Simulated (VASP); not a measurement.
Write the native input for VASP 6.6.1 that does the following.

| Quantity | Value |
| --- | --- |
| Task | single point |
| Functional | PBEsol |
| Potentials or basis | VASP PAW PBE potentials, release 64 (Al, N) |
| Cutoff | 600 eV |
| k mesh | 7 × 7 × 7 |
| Occupations | gaussian, width 0.01 eV |
| Spin | no spin polarisation |
| Dipole correction | no |
| Further INCAR settings | ALGO = Normal; EDIFF = 1e-06; NBANDS = 11 |

The structure of AlN lies in POSCAR:

```
AlN
1.0
    0.0000000000      1.9690000000      1.9690000000
    1.9690000000      0.0000000000      1.9690000000
    1.9690000000      1.9690000000      0.0000000000
Al N
1 1
Direct
    0.0000000000      0.0000000000      0.0000000000
    0.5000000000      0.5000000000      0.5000000000
```

The input as run:

INCAR

```
  PREC = Accurate
  ENCUT = 600
  EDIFF = 1E-6
  ISMEAR = 0
  SIGMA = 0.01
  LREAL = F
  LASPH = T
  NELM = 120
  ALGO = Normal
  ISIF = 2
  LWAVE = F
  LCHARG = T
  GGA = PS
  LELF = T
  LVHAR = T
  NBANDS = 11
  GGA_COMPAT = F
```

KPOINTS

```
Automatic mesh
0
Gamma
  7 7 7
```

Potentials or basis: VASP PAW PBE potentials, release 64 (Al, N).

The run is started by

```bash
$ cat potpaw_PBE.64/Al/POTCAR potpaw_PBE.64/N/POTCAR > POTCAR
$ mpirun -np 1 vasp_std > vasp.out
```

Results of the run:

```yaml
Pressure: 24.7 GPa
Band_gap_on_the_k_mesh: 5.17 eV, indirect (least direct gap 6.85 eV)
```

Caveat: the PAW data sets were made with another functional, which shifts forces and pressure a little.

It took 2.4 s on 1 thread of Intel(R) Xeon(R) Platinum 8481C CPU @ 2.70GHz (Sapphire Rapids), on a shared host, peak memory 0.13 GiB.
